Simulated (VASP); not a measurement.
A run of VASP 6.6.1 is set up as follows.

Contents of INCAR:

```
SYSTEM = Al
ALGO = Normal
EDIFF = 1E-6
ENCUT = 500
GGA = PE
GGA_COMPAT = .False.
ISIF = 2
ISMEAR = 0
LASPH = .True.
LCHARG = .True.
LELF = .True.
LREAL = .False.
LVHAR = .True.
LWAVE = .False.
NBANDS = 10
NELM = 120
PREC = Accurate
SIGMA = 0.44
```

File KPOINTS:

```
k-points
0
Gamma
  9 9 6
  0 0 0
```

File POSCAR:

```
Al
1.0
    2.8124553515      0.0000000000      0.0000000000
   -1.4062276757      2.4356577814      0.0000000000
    0.0000000000      0.0000000000      4.8668500000
Al
2
Direct
    0.6666666667      0.3333333333      0.7500000000
    0.3333333333      0.6666666667      0.2500000000
```

Potentials or basis: VASP PAW PBE potentials, release 64 (Al).

The run is started by

```console
$ cat potpaw_PBE.64/Al/POTCAR > POTCAR
$ mpirun -np 1 vasp_std > vasp.out
```

Q: Predict the band gap on the k mesh.

A: Zero (band 3 reaches 11.21 eV, above the bottom of band 4 at 5.03 eV).

Q: What does it give for the pressure?

A: 0.2 GPa.

Stress tensor (GPa, compression positive):
```
 0.94  0.00  0.00
 0.00  0.94  0.00
 0.00  0.00 -1.30
```
